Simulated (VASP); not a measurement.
# CaI (P-6m2) in VASP: further runs

Aim: see how the results for CaI move with the level of theory and the settings. Levels: PBE, PBE-based screened hybrid with 25 % exact exchange. Tasks: single point.

Program: VASP 6.6.1. These are calculated values, not measurements. Logs are shortened: lines on timing, memory, paths and dates and some standing lists are left out, and cuts for length are marked.

## Step 1: The cell of the first run

Symmetry: P-6m2, No. 187, hexagonal system. Conventional cell: a = 4.147 Å, b = 4.147 Å, c = 4.576 Å, α = 90.00°, β = 90.00°, γ = 120.00°. Within 4.4 Å of I (site symmetry -6m2) lie 6 Ca at 3.31 Å and 6 I at 4.15 Å. Ca (site symmetry -6m2) has 6 I at 3.31 Å and 6 Ca at 4.15 Å within 4.4 Å.

## Step 2: Single point, PBE, non-collinear spin, zero start, spin-orbit coupling

INCAR

```
PREC = Accurate
ENCUT = 520
EDIFF = 1E-7
ISMEAR = -1
SIGMA = 0.1
LREAL = F
LASPH = T
NELM = 150
ALGO = Normal
ISIF = 2
LWAVE = F
LCHARG = F
MAGMOM = 0 0 0 0 0 0
LORBIT = 11
LSORBIT = T
GGA_COMPAT = F
LORBMOM = T
GGA = PE
NBANDS = 29
```

KPOINTS

```
Automatic mesh
0
Gamma
  6 6 5
```

POSCAR

```
CaI
1.0
    4.1468204634      0.0000000000      0.0000000000
   -2.0734102317      3.5912518662      0.0000000000
    0.0000000000      0.0000000000      4.5762290000
I Ca
1 1
Direct
    0.6666666667      0.3333333333      0.0000000000
    0.0000000000      0.0000000000      0.5000000000
```

Potentials or basis: VASP PAW PBE potentials, release 64 (I, Ca_sv).

Launch:

```
> cat potpaw_PBE.64/I/POTCAR potpaw_PBE.64/Ca_sv/POTCAR > POTCAR
> mpirun -np 1 vasp_ncl > vasp.out
```

OUTCAR:

```text
PREC = Accurate
   ENCUT = 520
   EDIFF = 1E-7
   ISMEAR = -1
   LREAL = F
   LASPH = T
   NELM = 150
   ISIF = 2
   LORBIT = 11
   LSORBIT = T
   GGA = PE

 ion  position               nearest neighbor table
   1  0.667  0.333  0.000-   2 3.31   2 3.31   2 3.31   2 3.31   2 3.31   2 3.31
   2  0.000  0.000  0.500-   1 3.31   1 3.31   1 3.31   1 3.31   1 3.31   1 3.31

  LATTYP: Found a hexagonal cell.
 ALAT       =     4.1468204634
 C/A-ratio  =     1.1035512727

  Lattice vectors:

 A1 = (   4.1468204634,   0.0000000000,   0.0000000000)
 A2 = (  -2.0734102317,   3.5912518662,   0.0000000000)
 A3 = (   0.0000000000,   0.0000000000,   4.5762290000)

Analysis of symmetry for initial positions (statically):
=====================================================================
 Subroutine PRICEL returns:
 Original cell was already a primitive cell.

 Routine SETGRP: Setting up the symmetry group for a
 hexagonal supercell.

 Subroutine GETGRP returns: Found 12 space group operations
 (whereof 12 operations were pure point group operations)
 out of a pool of 24 trial point group operations.

The static configuration has the point symmetry D_3h.

Analysis of symmetry for dynamics (positions and initial velocities):
=====================================================================
 Subroutine PRICEL returns:
 Original cell was already a primitive cell.

 Routine SETGRP: Setting up the symmetry group for a
 hexagonal supercell.

 Subroutine GETGRP returns: Found 12 space group operations
 (whereof 12 operations were pure point group operations)
 out of a pool of 24 trial point group operations.

The dynamic configuration has the point symmetry D_3h.

Analysis of structural, dynamic, and magnetic symmetry:
=====================================================================
 Subroutine PRICEL returns:
 Original cell was already a primitive cell.

 Routine SETGRP: Setting up the symmetry group for a
 hexagonal supercell.

 Subroutine GETGRP returns: Found 12 space group operations
 (whereof 12 operations were pure point group operations)
 out of a pool of 24 trial point group operations.

The overall configuration has the point symmetry D_3h.

 Subroutine INISYM returns: Found 12 space group operations
 (whereof 12 operations are pure point group operations),
 and found     1 'primitive' translations

----------------------------------------------------------------------------------------

                                     Primitive cell
[... 941 lines left out ...]
 -----------------------------------------------------------------------------------
    total drift:                               -0.000000      0.000000      0.000000

  FREE ENERGIE OF THE ION-ELECTRON SYSTEM (eV)
  ---------------------------------------------------
  free  energy   TOTEN  =        -5.5630277369 eV

  energy  without entropy=       -5.4935672838  energy(sigma->0) =       -5.52829751

 orbital moment (x)

 # of ion     p       d       tot
 ----------------------------------------
  1         0.000  -0.000   0.000
  2         0.000   0.000   0.000
 ----------------------------------------
            0.000   0.000   0.000

 orbital moment (y)

 # of ion     p       d       tot
 ----------------------------------------
  1         0.000   0.000   0.000
  2        -0.000   0.000   0.000
 ----------------------------------------
            0.000   0.000   0.000

 orbital moment (z)

 # of ion     p       d       tot
 ----------------------------------------
  1         0.000  -0.000  -0.000
  2         0.000  -0.000  -0.000
 ----------------------------------------
            0.000  -0.000  -0.000

 Spin-Orbit-Coupling matrix elements

 Ion:    1  E_soc:     -0.2523228
 l=   1
     0.0000000    -0.0419663    -0.0420612
    -0.0419663     0.0000000    -0.0419663
    -0.0420612    -0.0419663     0.0000000
 l=   2
     0.0000000    -0.0000092     0.0000000    -0.0000092    -0.0000373
    -0.0000092     0.0000000    -0.0000401    -0.0000134    -0.0000092
     0.0000000    -0.0000401     0.0000000    -0.0000401     0.0000000
    -0.0000092    -0.0000134    -0.0000401     0.0000000    -0.0000092
    -0.0000373    -0.0000092     0.0000000    -0.0000092     0.0000000
 l=   3
     0.0000000     0.0000000     0.0000000     0.0000000     0.0000000     0.0000000     0.0000000
     0.0000000     0.0000000     0.0000000     0.0000000     0.0000000     0.0000000     0.0000000
     0.0000000     0.0000000     0.0000000     0.0000000     0.0000000     0.0000000     0.0000000
     0.0000000     0.0000000     0.0000000     0.0000000     0.0000000     0.0000000     0.0000000
     0.0000000     0.0000000     0.0000000     0.0000000     0.0000000     0.0000000     0.0000000
     0.0000000     0.0000000     0.0000000     0.0000000     0.0000000     0.0000000     0.0000000
     0.0000000     0.0000000     0.0000000     0.0000000     0.0000000     0.0000000     0.0000000

 Ion:    2  E_soc:     -0.0061708
 l=   1
     0.0000000    -0.0010148    -0.0010125
    -0.0010148     0.0000000    -0.0010148
    -0.0010125    -0.0010148     0.0000000
 l=   2
     0.0000000    -0.0000034     0.0000000    -0.0000034    -0.0000088
    -0.0000034     0.0000000    -0.0000086    -0.0000038    -0.0000034
     0.0000000    -0.0000086     0.0000000    -0.0000086     0.0000000
    -0.0000034    -0.0000038    -0.0000086     0.0000000    -0.0000034
    -0.0000088    -0.0000034     0.0000000    -0.0000034     0.0000000
 l=   3
     0.0000000     0.0000000     0.0000000     0.0000000     0.0000000     0.0000000     0.0000000
     0.0000000     0.0000000     0.0000000     0.0000000     0.0000000     0.0000000     0.0000000
     0.0000000     0.0000000     0.0000000     0.0000000     0.0000000     0.0000000     0.0000000
     0.0000000     0.0000000     0.0000000     0.0000000     0.0000000     0.0000000     0.0000000
     0.0000000     0.0000000     0.0000000     0.0000000     0.0000000     0.0000000     0.0000000
     0.0000000     0.0000000     0.0000000     0.0000000     0.0000000     0.0000000     0.0000000
     0.0000000     0.0000000     0.0000000     0.0000000     0.0000000     0.0000000     0.0000000

 total charge

# of ion       s       p       d       tot
------------------------------------------
    1        1.504   2.791   0.031   4.325
    2        2.039   5.826   0.266   8.132
--------------------------------------------------
tot          3.543   8.617   0.297  12.457

 magnetization (x)

# of ion       s       p       d       tot
------------------------------------------
    1        0.000   0.000  -0.000   0.000
    2        0.000   0.000   0.000   0.000
--------------------------------------------------
tot          0.000   0.000   0.000   0.000

 magnetization (y)

# of ion       s       p       d       tot
------------------------------------------
    1        0.000   0.000   0.000   0.000
    2        0.000   0.000  -0.000   0.000
--------------------------------------------------
tot          0.000   0.000  -0.000   0.000

 magnetization (z)

# of ion       s       p       d       tot
------------------------------------------
    1       -0.000   0.000  -0.000   0.000
    2        0.000  -0.000   0.000   0.000
--------------------------------------------------
tot         -0.000   0.000   0.000   0.000
```

OSZICAR:

```text
N       E                     dE             d eps       ncg     rms          rms(c)
DAV:   1     0.141058481506E+03    0.14106E+03   -0.75709E+03  1748   0.104E+03
DAV:   2     0.445780354037E+01   -0.13660E+03   -0.13212E+03  1978   0.291E+02
DAV:   3    -0.499566607482E+01   -0.94535E+01   -0.93228E+01  2811   0.639E+01
DAV:   4    -0.559271331552E+01   -0.59705E+00   -0.59026E+00  2730   0.139E+01
DAV:   5    -0.561025245186E+01   -0.17539E-01   -0.17532E-01  2441   0.207E+00    0.552E+00
DAV:   6    -0.556168767564E+01    0.48565E-01   -0.97574E-02  2261   0.264E+00    0.341E+00
DAV:   7    -0.556085878930E+01    0.82889E-03   -0.30534E-02  2356   0.151E+00    0.203E+00
DAV:   8    -0.556357279739E+01   -0.27140E-02   -0.93457E-03  2263   0.932E-01    0.232E-01
DAV:   9    -0.556296671883E+01    0.60608E-03   -0.32277E-03  2197   0.478E-01    0.458E-02
DAV:  10    -0.556300629801E+01   -0.39579E-04   -0.16430E-04  2449   0.960E-02    0.331E-02
DAV:  11    -0.556302528638E+01   -0.18988E-04   -0.29624E-05  2531   0.313E-02    0.114E-02
DAV:  12    -0.556302717909E+01   -0.18927E-05   -0.71831E-06  2225   0.240E-02    0.380E-03
DAV:  13    -0.556302774995E+01   -0.57086E-06   -0.13109E-06  2461   0.776E-03    0.178E-03
DAV:  14    -0.556302773690E+01    0.13048E-07   -0.28437E-08  1600   0.126E-03
   1 F= -.55630277E+01 E0= -.55282975E+01  d E =-.694605E-01  mag=     0.0000     0.0000    -0.0000
```

stdout:

```text
POSCAR found type information on POSCAR I Ca
 POSCAR found :  2 types and       2 ions
 scaLAPACK will be used
 LDA part: xc-table for (Slater+PW92), standard interpolation
 POSCAR, INCAR and KPOINTS ok, starting setup
 FFT: planning ... GRIDC
 FFT: planning ... GRID_SOFT
 FFT: planning ... GRID
 WAVECAR not read
 entering main loop
```

Run time: 1.8 min. Hardware: 1 thread of AMD EPYC 7R43 (Zen 3), shared host; peak memory 0.35 GiB.

Results:

```
Free energy                                           : -5.5630 eV
Pressure                                              : 0.0 GPa
Net moment                                            : 0.00 μB per cell
Valence electrons inside the program's atomic spheres : I 4.33; Ca 8.13
```

Stress tensor (GPa, compression positive):
```
-0.08  0.00  0.00
 0.00 -0.08  0.00
 0.00  0.00  0.29
```

Moments on the atoms (μB; x, y, z):
```
I   0.00 0.00 0.00
Ca  0.00 0.00 0.00
```

## Step 3: Single point, PBE, non-collinear spin, zero start, spin-orbit coupling

INCAR

```
SYSTEM = CaI
PREC     = Accurate       ! precision mode
ENCUT    = 520            ! plane-wave cutoff, eV
EDIFF    = 1E-6           ! SCF threshold, eV
ISMEAR   = -1             ! smearing method
SIGMA    = 0.1            ! smearing width, eV
LREAL    = .FALSE.        ! projectors in reciprocal space
LASPH    = .TRUE.         ! aspherical terms in the spheres
NELM     = 150            ! most SCF steps
ALGO     = Normal         ! electronic algorithm
ISIF     = 2              ! what is computed and relaxed
LWAVE    = .FALSE.        ! write WAVECAR
LCHARG   = .FALSE.        ! write CHGCAR
MAGMOM   = 0 0 0 0 0 0    ! initial moments
LORBIT   = 11             ! projections on sites
LSORBIT  = .TRUE.         ! spin-orbit coupling
GGA_COMPAT= .FALSE.      
LORBMOM  = .TRUE.       
GGA      = PE             ! functional
NBANDS   = 29             ! bands
```

KPOINTS

```
Automatic mesh
0
G
  6 6 5
  0 0 0
```

POSCAR is that of step 2.

Potentials or basis: VASP PAW PBE potentials, release 64 (I, Ca_sv).

Launch:

```
> cat potpaw_PBE.64/I/POTCAR potpaw_PBE.64/Ca_sv/POTCAR > POTCAR
> mpirun -np 1 vasp_ncl > vasp.out
```

Wall time 95 s (1 thread of AMD EPYC 7R43 (Zen 3), shared host); peak memory 0.34 GiB.

Results (log left out):

| Property | Result |
| --- | --- |
| Free energy | -5.5630 eV |
| Pressure | 0.0 GPa |
| Net moment | 0.00 μB per cell |
| Valence electrons inside the program's atomic spheres | I 4.33; Ca 8.13 |

Stress tensor (GPa, compression positive):
```
-0.08  0.00  0.00
 0.00 -0.08  0.00
 0.00  0.00  0.29
```

Moments on the atoms (μB; x, y, z):
```
I   0.00 0.00 0.00
Ca  0.00 0.00 0.00
```

## Step 4: Single point, PBE-based screened hybrid with 25 % exact exchange

POSCAR is that of step 3.

INCAR.step1

```
SYSTEM = CaI
PREC = Accurate ; ENCUT = 400
EDIFF = 1E-5 ; ISMEAR = -1
SIGMA = 0.05 ; LREAL = .FALSE.
LASPH = .TRUE. ; NELM = 120
ALGO = Normal ; ISIF = 2
LWAVE = .TRUE. ; LCHARG = .FALSE.
GGA = PE ; NBANDS = 16
GGA_COMPAT = .FALSE.
```

INCAR.step2

```
SYSTEM = CaI
PREC = Accurate ; ENCUT = 400
EDIFF = 1E-6 ; ISMEAR = -1
SIGMA = 0.05 ; LREAL = .FALSE.
LASPH = .TRUE. ; NELM = 120
ALGO = Normal ; ISIF = 2
LWAVE = .FALSE. ; LCHARG = .FALSE.
GGA = PE ; LHFCALC = .TRUE.
AEXX = 0.25 ; HFSCREEN = 0.1
PRECFOCK = Normal ; ISTART = 1
NBANDS = 16 ; GGA_COMPAT = .FALSE.
```

KPOINTS

```
regular mesh
0
G
  4 4 3
  0 0 0
```

Launch:

```
> cat potpaw_PBE.64/I/POTCAR potpaw_PBE.64/Ca_sv/POTCAR > POTCAR
> cp INCAR.step1 INCAR
> mpirun -np 1 vasp_std > vasp.out
> cp INCAR.step2 INCAR
> mpirun -np 1 vasp_std > vasp.out
```

Run time: 6.9 min. Hardware: 1 thread of Intel Xeon Platinum 8259CL at 2.50GHz (Skylake/Cascade Lake), shared host; peak memory 0.26 GiB.

The run converged. Its results:

- Free energy: -6.1024 eV
- Pressure: -0.4 GPa
- Band gap on the k mesh: zero (an odd number of electrons rules out a gap without spin polarisation)

Stress tensor (GPa, compression positive):
```
-0.59  0.00  0.00
 0.00 -0.59  0.00
 0.00  0.00 -0.05
```

Levels at points of the mesh, in eV from the Fermi level:
```csv
k point,band 6,band 7,band 8,band 9,band 10,band 11
"(0.00, 0.00, 0.00)",-5.85,-4.59,-4.59,-1.81,1.10,3.08
"(0.50, 0.00, 0.00)",-7.62,-5.63,-5.15,0.18,1.42,2.76
```

Caveat: the k points lie up to 0.46 Å⁻¹ apart, too coarse for converged energies and pressures of a metal; the PAW data sets were made with another functional, which shifts forces and pressure a little; spin-orbit coupling is left out, which moves the levels of the heavy elements; an odd number of electrons without spin polarisation forces a metal; a magnetic or distorted state may lie lower.

[end of part 1 of 2]
